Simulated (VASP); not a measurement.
Runs of VASP 6.6.1 on NiO. The structure is cubic, space group Fm-3m (No. 225). Conventional cell: a = 4.183 Å, b = 4.183 Å, c = 4.183 Å, α = 90.00°, β = 90.00°, γ = 90.00°. Within 2.8 Å of Ni (site symmetry m-3m) lie 6 O at 2.09 Å. O (site symmetry m-3m) has 6 Ni at 2.09 Å within 2.8 Å. 

```csv
spin,fixed moment (μB),gap on the mesh (eV),pressure (GPa),moment (μB)
"collinear, ferromagnetic start",4.0,-,-10.2,4.00
"collinear, antiferromagnetic start",-,(b),-11.7,0.00
"collinear, ferromagnetic start",2.0,-,-16.6,2.00
off,-,(a),-25.4,-
"collinear, ferromagnetic start",-,2.84,-10.2,4.00
```

Alike in all rows: task single point; level PBEsol+U; potentials or basis VASP PAW PBE potentials, release 64 (Ni, O); Ni d U = 7.5 eV; cell as given; k mesh 9 × 9 × 9; cutoff (eV) 600; smearing gaussian 0.05 eV.

**Question.** Estimate the missing entries.

**Answer.** (a) none; (b) 3.44.

Caveats: the cell stands under tension; the PAW data sets were made with another functional, which shifts forces and pressure a little; the total moment is fixed, so each spin has its own Fermi level and the state may be an excited one (at least some runs); an odd mesh through Γ misses points on the zone boundary, where band edges can lie (at least some runs); U without spin polarisation on a metal has little footing (at least some runs).
